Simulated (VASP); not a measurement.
# MgO2 (R-3m) in VASP: single point with PBEsol

Aim: the single point of MgO2 with PBEsol.

Everything below comes from runs of VASP 6.6.1. Logs are shortened: lines on timing, memory, paths and dates and some standing lists are left out, and cuts for length are marked.

## Step 1: The cell of the first run

It takes space group R-3m (No. 166, trigonal). The conventional cell has a = 3.691 Å, b = 3.691 Å, c = 10.482 Å, α = 90.00°, β = 90.00°, γ = 120.00°. Mg (site symmetry -3m) has 6 O at 2.35 Å within 3.1 Å. Within 2.0 Å of O (site symmetry 3m) lie 1 O at 1.49 Å.

## Step 2: Single point, PBEsol (strain +0.1500 x Voigt [1, 1, 0, 0, 0, 0])

Contents of INCAR:

```
SYSTEM = MgO2
PREC = Accurate
ENCUT = 840
EDIFF = 1E-6
ISMEAR = 0
SIGMA = 0.05
LREAL = .FALSE.
LASPH = .TRUE.
NELM = 120
ALGO = Normal
ISIF = 2
LWAVE = .FALSE.
LCHARG = .FALSE.
GGA = PS
NBANDS = 18
GGA_COMPAT = .FALSE.
```

Contents of KPOINTS:

```
Automatic mesh
0
G
  12 12 12
  0 0 0
```

Contents of POSCAR:

```
MgO2
1.0
    1.8454751684      1.0654855853      3.4939788749
   -1.8454751684      1.0654855853      3.4939788749
    0.0000000000     -2.1309711705      3.4939788749
Mg O
1 2
Direct
    0.0000000000      0.0000000000      0.0000000000
    0.4287860000      0.4287860000      0.4287860000
    0.5712140000      0.5712140000      0.5712140000
```

Potentials or basis: VASP PAW PBE potentials, release 64 (Mg_sv, O).

Run with:

```sh
cat potpaw_PBE.64/Mg_sv/POTCAR potpaw_PBE.64/O/POTCAR > POTCAR
mpirun -np 1 vasp_std > vasp.out
```

OUTCAR:

```text
SYSTEM = MgO2
   PREC = Accurate
   ENCUT = 840
   EDIFF = 1E-6
   ISMEAR = 0
   LREAL = .FALSE.
   LASPH = .TRUE.
   NELM = 120
   ISIF = 2
   GGA = PS

 ion  position               nearest neighbor table
   1  0.000  0.000  0.000-
   2  0.429  0.429  0.429-   3 1.49
   3  0.571  0.571  0.571-   2 1.49

  LATTYP: Found a trigonal (rhomboedric) cell.
 ALAT       =     4.0925452359
 COS(alpha) =     0.5933138048

  Lattice vectors:

 A1 = (   1.8454751684,   1.0654855853,   3.4939788749)
 A2 = (  -1.8454751684,   1.0654855853,   3.4939788749)
 A3 = (   0.0000000000,  -2.1309711705,   3.4939788749)

Analysis of symmetry for initial positions (statically):
=====================================================================
 Subroutine PRICEL returns:
 Original cell was already a primitive cell.

 Routine SETGRP: Setting up the symmetry group for a
 trigonal (rhombohedral) supercell.

 Subroutine GETGRP returns: Found 12 space group operations
 (whereof 12 operations were pure point group operations)
 out of a pool of 12 trial point group operations.

The static configuration has the point symmetry D_3d.

Analysis of symmetry for dynamics (positions and initial velocities):
=====================================================================
 Subroutine PRICEL returns:
 Original cell was already a primitive cell.

 Routine SETGRP: Setting up the symmetry group for a
 trigonal (rhombohedral) supercell.

 Subroutine GETGRP returns: Found 12 space group operations
 (whereof 12 operations were pure point group operations)
 out of a pool of 12 trial point group operations.

The dynamic configuration has the point symmetry D_3d.

 Subroutine INISYM returns: Found 12 space group operations
 (whereof 12 operations are pure point group operations),
 and found     1 'primitive' translations

----------------------------------------------------------------------------------------

                                     Primitive cell

  volume of cell :      41.2218

  direct lattice vectors                    reciprocal lattice vectors
     1.845475168  1.065485585  3.493978875     0.270932933  0.156423202  0.095402218
    -1.845475168  1.065485585  3.493978875    -0.270932933  0.156423202  0.095402218
     0.000000000 -2.130971171  3.493978875     0.000000000 -0.312846404  0.095402218

[... 77 lines left out ...]
   ISTART =      0    job   : 0-new  1-cont  2-samecut
   ICHARG =      2    charge: 1-file 2-atom 10-const
   ISPIN  =      1    spin polarized calculation?
   LNONCOLLINEAR =      F non collinear calculations
   LSORBIT =      F    spin-orbit coupling
   LASPH  =      T    aspherical Exc in radial PAW
   ENCUT  =  840.0 eV  61.74 Ry    7.86 a.u.   9.67  9.67  9.67*2*pi/ulx,y,z
   NELM   =    120;   NELMIN=  2; NELMDL= -5     # of ELM steps
   EDIFF  = 0.1E-05   stopping-criterion for ELM
   LREAL  =      F    real-space projection
   EDIFFG = 0.1E-04   stopping-criterion for IOM
   NSW    =      0    number of steps for IOM
   IBRION =     -1    ionic relax: 0-MD 1-quasi-New 2-CG
   NFREE  =      0    steps in history (QN), initial steepest desc. (CG)
   ISIF   =      2    stress and relaxation
   ISYM   =      2    0-nonsym 1-usesym 2-fastsym
   POTIM  = 0.5000    time-step for ionic-motion
   TEBEG  =    0.0;   TEEND  =   0.0 temperature during run
   PSTRESS=    0.0 pullay stress
   NELECT =      22.0000    total number of electrons
   NUPDOWN=      -1.0000    fix difference up-down
   EMIN   =  10.00;   EMAX   =-10.00  energy-range for DOS
   EFERMI =   0.00;   METHOD = LEGACY
   ISMEAR =     0;   SIGMA  =   0.05  broadening in eV -4-tet -1-fermi 0-gaus
   EFERMI_NEDOS =   21; number of points for ismear=-14 and -15
   IALGO  =     38    algorithm
   IMIX   =      4    mixing-type and parameters
     AMIX     =   0.40;   BMIX     =  1.00
     AMIX_MAG =   1.60;   BMIX_MAG =  1.00
  volume/ion in A,a.u.               =      13.74        92.73
  Fermi-wavevector in a.u.,A,eV,Ry     =   1.327924  2.509413 23.992278  1.763383
  Thomas-Fermi vector in A             =   2.457200
   LORBIT       =      0    0 simple, 1 ext, 2 COOP (PROOUT), +10 PAW based schemes
   GGA     = PS    functional components
   LHFCALC =     F    Hartree Fock is set to
   AEXX    =    0.0000 exact exchange contribution
   IVDW    =     0    specifies the selected vdW correction
   LEPSILON=     F    determine dielectric tensor
   LRPA    =     F    only Hartree local field effects (RPA)
 non-spin polarized calculation
 Gauss-broadening in eV      SIGMA  =   0.05
  energy-cutoff  :      840.00
  volume of cell :       41.22
 maximum number of plane-waves:      2299
   NGX = 19   NGY = 19   NGZ = 19

 number of electron      22.0000001 magnetization

 Free energy of the ion-electron system (eV)
  ---------------------------------------------------
  ext. energy  EPLUGINS =         0.00000000
  ---------------------------------------------------
  free energy    TOTEN  =       -16.14047749 eV

  energy without entropy =      -16.14047749  energy(sigma->0) =      -16.14047749

 E-fermi :   1.5105     XC(G=0):  -9.2333

 val. band max:        1.2251452854   @ k =   0.5000   0.5000   0.0000
 cond. band min:       3.0119953999   @ k =   0.3333   0.3333   0.3333
 fundamental gap:      1.7868501145
 Fermi energy:         1.5105218065

 k-point     1 :       0.0000    0.0000    0.0000
  band No.  band energies     occupation
      1     -73.5812      2.00000
      2     -40.5778      2.00000
      3     -40.4983      2.00000
      4     -40.4983      2.00000
      5     -19.5571      2.00000
      6     -12.9218      2.00000
[... 481 lines left out ...]
      5     -19.3305      2.00000
      6     -13.2226      2.00000
[... 10 lines left out ...]
     17      13.3552      0.00000
     18      14.8177      0.00000

 [... further k-points ...]
[... 5 lines left out ...]
  --------------------------------------------------------------------------------------
  -------------------------------------------------------------------------------------
  Total       -6.2151690     -6.2151690     -1.5114750      0.0000000     -0.0000000      0.0000000
  in kB     -241.5662277   -241.5662277    -58.7468034      0.0000000     -0.0000000      0.0000000
  external PRESSURE =    -180.6264196 kB  Pullay stress =       0.0000000 kB

 VOLUME and BASIS-vectors are now :
 -----------------------------------------------------------------------------
  energy-cutoff  :      840.00
  volume of cell :       41.22
      direct lattice vectors                 reciprocal lattice vectors
     1.845475168  1.065485585  3.493978875     0.270932933  0.156423202  0.095402218
    -1.845475168  1.065485585  3.493978875    -0.270932933  0.156423202  0.095402218
     0.000000000 -2.130971171  3.493978875     0.000000000 -0.312846404  0.095402218

 POSITION                                       TOTAL-FORCE (eV/Angst)
 -----------------------------------------------------------------------------------
      0.00000      0.00000      0.00000         0.000000      0.000000      0.000000
      0.00000      0.00000      4.49451         0.000000     -0.000000     -0.829423
      0.00000      0.00000      5.98743         0.000000      0.000000      0.829423
 -----------------------------------------------------------------------------------
    total drift:                               -0.000000     -0.000000      0.000000

  FREE ENERGIE OF THE ION-ELECTRON SYSTEM (eV)
  ---------------------------------------------------
  free  energy   TOTEN  =       -16.1404774858 eV

  energy  without entropy=      -16.1404774858  energy(sigma->0) =      -16.14047749
```

OSZICAR:

```text
N       E                     dE             d eps       ncg     rms          rms(c)
DAV:   1     0.217768213161E+03    0.21777E+03   -0.17199E+04  6812   0.183E+03
DAV:   2    -0.670460301334E+01   -0.22447E+03   -0.21792E+03  8434   0.419E+02
DAV:   3    -0.175129728554E+02   -0.10808E+02   -0.10759E+02  9052   0.908E+01
DAV:   4    -0.177170252947E+02   -0.20405E+00   -0.20393E+00  8398   0.116E+01
DAV:   5    -0.177214762876E+02   -0.44510E-02   -0.44509E-02  8400   0.131E+00    0.983E+00
DAV:   6    -0.162839334459E+02    0.14375E+01   -0.37351E+00  7246   0.116E+01    0.426E+00
DAV:   7    -0.161605790265E+02    0.12335E+00   -0.17095E-01  8432   0.339E+00    0.204E+00
DAV:   8    -0.161385097608E+02    0.22069E-01   -0.71993E-02  7520   0.242E+00    0.257E-01
DAV:   9    -0.161401924094E+02   -0.16826E-02   -0.12810E-02  8654   0.745E-01    0.158E-01
DAV:  10    -0.161403320234E+02   -0.13961E-03   -0.18341E-03  7372   0.283E-01    0.456E-02
DAV:  11    -0.161404743755E+02   -0.14235E-03   -0.29071E-04  7300   0.108E-01    0.126E-02
DAV:  12    -0.161404756642E+02   -0.12887E-05   -0.11449E-05  9000   0.254E-02    0.303E-03
DAV:  13    -0.161404774468E+02   -0.17825E-05   -0.20531E-06  7224   0.901E-03    0.123E-03
DAV:  14    -0.161404774858E+02   -0.39064E-07   -0.63867E-08  5004   0.242E-03
   1 F= -.16140477E+02 E0= -.16140477E+02  d E =-.536669E-18
```

stdout:

```text
POSCAR found type information on POSCAR MgO
 POSCAR found :  2 types and       3 ions
 scaLAPACK will be used
 -----------------------------------------------------------------------------
|                                                                             |
|                                                                             |
|     You enforced a specific xc type in the INCAR file but a different       |
|     I HOPE YOU KNOW WHAT YOU ARE DOING!                                     |
|                                                                             |
 -----------------------------------------------------------------------------

 LDA part: xc-table for (Slater+PW92), standard interpolation
 POSCAR, INCAR and KPOINTS ok, starting setup
 FFT: planning ... GRIDC
 FFT: planning ... GRID_SOFT
 FFT: planning ... GRID
 WAVECAR not read
 entering main loop
```

Run time: 5.2 min. Hardware: 1 thread of AMD EPYC 7R13 (Zen 3), shared host; peak memory 0.38 GiB.

What came out:

- Free energy: -16.1405 eV
- Pressure: -18.1 GPa
- Largest force: 0.829 eV/Å
- Band gap on the k mesh: 1.79 eV (least direct gap 2.04 eV)

Forces in eV/Å, atoms in the order of the input:
```
Mg   0.000  0.000  0.000
O    0.000  0.000 -0.829
O    0.000  0.000  0.829
```

Stress tensor (GPa, compression positive):
```
-24.16   0.00   0.00
  0.00 -24.16   0.00
  0.00   0.00  -5.87
```

Levels at points of the mesh, in eV from the valence-band top:
```tsv
k point	band 7	band 8	band 9	band 10	band 11	band 12	band 13	band 14	band 15	band 16
(0.00, 0.00, 0.00)	-6.79	-3.60	-3.60	-0.75	-0.75	2.19	4.70	10.53	11.89	11.89
(0.50, 0.00, 0.00)	-6.07	-5.40	-3.70	-1.17	-0.60	4.12	6.25	6.38	10.40	11.30
(0.50, 0.50, 0.00)	-5.58	-4.74	-4.39	-1.73	0.00	3.54	5.41	7.79	9.69	10.38
(0.50, 0.50, 0.50)	-4.86	-4.01	-4.01	-0.10	-0.10	2.11	3.29	7.02	10.34	10.34
```

Caveat: the cell differs from its parent crystal (strain +0.1500 x Voigt [1, 1, 0, 0, 0, 0]); the stress differs along the axes, from -24 to -6 GPa; the PAW data sets were made with another functional, which shifts forces and pressure a little.
